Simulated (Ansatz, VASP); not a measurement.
## BAs in VASP and in Ansatz

The input POSCAR:

```
BAs
1.0
    0.0000000000      2.3885000000      2.3885000000
    2.3885000000      0.0000000000      2.3885000000
    2.3885000000      2.3885000000      0.0000000000
B As
1 1
Direct
    0.0000000000      0.0000000000      0.0000000000
    0.2500000000      0.2500000000      0.2500000000
```

Contents of INCAR.step1:

```
PREC = Accurate
ENCUT = 600
ISMEAR = 0
SIGMA = 0.01
LREAL = False
LASPH = True
NELM = 100
GGA = PE
ALGO = Normal
EDIFF = 1E-4
LWAVE = True
LCHARG = False
```

Contents of INCAR.step2:

```
PREC = Accurate
ENCUT = 600
EDIFF = 1E-6
ISMEAR = 0
SIGMA = 0.01
LREAL = False
LASPH = True
NELM = 100
ALGO = Normal
ISIF = 3
LWAVE = False
LCHARG = False
METAGGA = R2SCAN
LMIXTAU = True
IBRION = 2
NSW = 50
EDIFFG = -0.02
ISTART = 1
```

The input KPOINTS:

```
regular mesh
0
Gamma
  8 8 8
```

Input for Ansatz:

```yaml
crystal:
  lattice:
    - [0.0, 2.3885, 2.3885]
    - [2.3885, 0.0, 2.3885]
    - [2.3885, 2.3885, 0.0]
  atoms:
    - { symbol: B, position: [0.0, 0.0, 0.0] }
    - { symbol: As, position: [0.25, 0.25, 0.25] }
basis:
  ecutwfc: 517.016338673772
kpoints:
  mp_grid:
    grid: [8, 8, 8]
hamiltonian:
  xc: r2scan
  dispersion: none
scf:
  max_iter: 65
  occupations:
    method: fixed
relax:
  f_tol: 0.02
  max_steps: 30
  cell: {}
```

Alike in both runs: task relaxation of cell and atoms; functional r2SCAN; k mesh 8 × 8 × 8; no spin polarisation.

|  | VASP | Ansatz |
| --- | --- | --- |
| version | VASP 6.6.1 | Ansatz 0.2.0 |
| potentials or method | VASP PAW PBE potentials, release 64 (B, As), cutoff 600 eV | plane waves, PAW |
| occupations | gaussian, width 0.01 eV | fixed |
| valence electrons in the cell | 8 | 18 |

VASP gave:

| Property | Result |
| --- | --- |
| relaxed volume (Å³/atom) | 13.71 |
| relaxed cell length with the largest relative difference (Å) | 3.384 |

Problem. What did Ansatz give for the same quantities?

Solution. Relaxed volume (Å³/atom): 13.68; relaxed cell length with the largest relative difference (Å): 3.383.

VASP's potentials were made for PBE, not for r2SCAN. VASP's potentials hold 8 valence electrons a cell and Ansatz's 18, so a difference there can come from the potentials and not from the codes.
